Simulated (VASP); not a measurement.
Set up this calculation in VASP 6.6.1, as the native input.

| Item | Value |
| --- | --- |
| Task | single point |
| Functional | PBE |
| Potentials or basis | VASP PAW PBE potentials, release 64 (Rb_sv, Br) |
| Cutoff | 520 eV |
| k mesh | 6 × 6 × 6 |
| Occupations | gaussian, width 0.01 eV |
| Spin | non-collinear spin, zero start, spin-orbit coupling |
| Starting moments | [[0.0, 0.0, 0.0], [0.0, 0.0, 0.0]] μB |
| Dipole correction | no |
| Further INCAR settings | ALGO = Normal; EDIFF = 1e-06; NBANDS = 28 |

The structure of RbBr lies in POSCAR:

```
RbBr
1.0
    0.0000000000      3.4608258933      3.4608258933
    3.4608258933      0.0000000000      3.4608258933
    3.4608258933      3.4608258933      0.0000000000
Rb Br
1 1
Direct
    0.0000000000      0.0000000000      0.0000000000
    0.5000000000      0.5000000000      0.5000000000
```

One way to write it, as run:

INCAR

```
SYSTEM = RbBr
ALGO = Normal
EDIFF = 1E-6
ENCUT = 520
GGA = PE
GGA_COMPAT = .False.
ISIF = 2
ISMEAR = 0
LASPH = .True.
LCHARG = .False.
LNONCOLLINEAR = .True.
LORBIT = 11
LORBMOM = .True.
LREAL = .False.
LSORBIT = .True.
LWAVE = .False.
MAGMOM = 0 0 0 0 0 0
NBANDS = 28
NELM = 150
PREC = Accurate
SIGMA = 0.01
```

KPOINTS

```
k-points
0
Gamma
  6 6 6
  0 0 0
```

Potentials or basis: VASP PAW PBE potentials, release 64 (Rb_sv, Br).

Command:

```sh
$ cat potpaw_PBE.64/Rb_sv/POTCAR potpaw_PBE.64/Br/POTCAR > POTCAR
$ mpirun -np 1 vasp_ncl > vasp.out
```

Results of the run:

```json
{
  "Pressure": "0.6 GPa",
  "Net moment": "0.00 μB per cell",
  "Valence electrons inside the program's atomic spheres": "Rb 7.31; Br 4.90"
}
```

It took 56 s on 1 thread of AMD EPYC 9R45 96-Core Processor (Zen 5), with other jobs on the host, peak memory 0.37 GiB.
